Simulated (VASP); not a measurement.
The system is B.

```
B
1.0
     3.95053    0.00000    0.00000
    -1.97526    3.42126    0.00000
     0.00000    0.00000    3.81787
B
6
Direct
  0.00000 0.33333 0.71940
  0.00000 0.66667 0.28060
  0.33333 0.00000 0.38607
  0.33333 0.33333 0.61393
  0.66667 0.00000 0.94727
  0.66667 0.66667 0.05273
```

The cell was generated, and may not be a known phase.

* Program: VASP 6.6.1
* Task: relaxation of cell and atoms
* Functional: PBE
* Potentials or basis: VASP PAW PBE potentials, release 64 (B_h)
* Cutoff: 1230 eV
* k mesh: 6 × 6 × 4
* Occupations: gaussian, width 0.1 eV
* Spin: no spin polarisation

At the start: pressure 38.9 GPa; volume 8.60 Å³/atom.

Q: Where does the relaxation end?

A: Over 33 steps the energy falls by 883.6 meV/atom and the volume is 8.63 Å³/atom (+0.4 %); space group P3_112 (No. 151, to 0.1 Å) before, P6_422 (No. 181, to 0.1 Å).

Step by step:
```csv
step,energy change (eV),largest force (eV/Å),pressure (GPa),volume (Å³)
1,0.0000,8.3327,38.91,51.60
2,0.2124,8.0579,-1.16,68.27
3,-0.3137,7.2332,-4.11,66.06
4,-0.8949,6.6442,-6.94,63.94
5,-2.7640,4.4505,-6.37,57.62
6,-2.9972,3.0237,3.92,54.57
7,-3.0381,3.5922,-1.38,55.74
8,-4.4051,1.0386,-20.13,57.85
9,-4.4174,0.9342,-19.63,57.59
10,-4.8579,2.4271,2.67,50.43
11,-5.0059,1.3553,-6.48,52.54
12,-5.1786,0.7447,2.03,49.93
13,-5.2052,0.2192,-0.70,50.59
14,-5.2157,0.1319,0.47,50.30
15,-5.2182,0.1229,1.39,50.07
16,-5.2230,0.0968,0.60,50.36
17,-5.2233,0.1342,0.34,50.47
18,-5.2275,0.1187,-0.33,50.79
19,-5.2301,0.1868,-1.42,51.32
20,-5.2319,0.1838,-1.45,51.38
21,-5.2373,0.1739,-1.54,51.56
22,-5.2476,0.1514,-1.83,51.91
23,-5.2625,0.1073,-2.82,52.63
24,-5.2373,0.0686,-6.35,54.09
25,-5.2650,0.0951,-3.31,52.90
26,-5.2769,0.0653,-2.69,52.74
27,-5.2946,0.0819,-1.20,52.28
28,-5.2948,0.0964,-1.06,52.22
29,-5.2974,0.0384,-0.50,52.05
30,-5.2980,0.0931,-0.02,51.91
31,-5.2997,0.0487,0.34,51.80
32,-5.3005,0.0424,0.80,51.66
33,-5.3017,0.0344,0.38,51.80
```

Final structure:
```
CELL_PARAMETERS angstrom
4.20432 0.00000 0.00000
-2.10216 3.64105 0.00000
0.00000 0.00000 3.38381
ATOMIC_POSITIONS crystal
B 0.95623 0.33280 0.66625
B 0.95623 0.62343 0.33375
B 0.37657 0.04377 0.33292
B 0.37657 0.33280 0.66708
B 0.66720 0.04377 0.00041
B 0.66720 0.62343 0.99959
```

Caveat: the k points lie up to 0.46 Å⁻¹ apart in the final cell, too coarse for converged energies and pressures of a metal.
